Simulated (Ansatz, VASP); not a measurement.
RbCl in VASP and in Ansatz

INCAR

```
PREC = Accurate
ENCUT = 500
EDIFF = 1E-6
ISMEAR = 0
SIGMA = 0.02
LREAL = F
LASPH = T
NELM = 120
ALGO = Normal
ISIF = 2
LWAVE = F
LCHARG = T
GGA = PE
LELF = T
LVHAR = T
NBANDS = 15
GGA_COMPAT = F
```

KPOINTS

```
regular mesh
0
Gamma
  6 6 6
```

File POSCAR:

```
RbCl
1.0
    0.0000000000      3.3152942301      3.3152942301
    3.3152942301      0.0000000000      3.3152942301
    3.3152942301      3.3152942301      0.0000000000
Rb Cl
1 1
Direct
    0.0000000000      0.0000000000      0.0000000000
    0.5000000000      0.5000000000      0.5000000000
```

Input for Ansatz:

```yaml
crystal:
  lattice:
    - [0.0, 3.3152942301, 3.3152942301]
    - [3.3152942301, 0.0, 3.3152942301]
    - [3.3152942301, 3.3152942301, 0.0]
  atoms:
    - { symbol: Rb, position: [0.0, 0.0, 0.0] }
    - { symbol: Cl, position: [0.5, 0.5, 0.5] }
basis:
  ecutwfc: 420
kpoints:
  mp_grid: { grid: [6, 6, 6] }
hamiltonian:
  xc: pbe
scf:
  occupations: { method: gaussian, width: 0.02 }
output:
  forces: true
  stress: true
  eigenvalues: true
```

Alike in both runs: task single point; functional PBE; k mesh 6 × 6 × 6; occupations gaussian, width 0.02 eV; no spin polarisation.

|  | VASP | Ansatz |
| --- | --- | --- |
| version | VASP 6.6.1 | Ansatz 0.2.0 |
| potentials or method | VASP PAW PBE potentials, release 64 (Rb_sv, Cl), cutoff 500 eV | scalar-relativistic, plane waves, PAW |
| valence electrons in the cell | 16 | 16 |

|  | VASP | Ansatz | Ansatz less VASP |
| --- | --- | --- | --- |
| gap on the k mesh at the Fermi level (eV) | 4.93 | 4.93 | +0.003 |
| least direct gap on the mesh (eV) | 4.93 | 4.93 | +0.003 |
| pressure (GPa) | 0.5 | 0.5 | +0.01 |
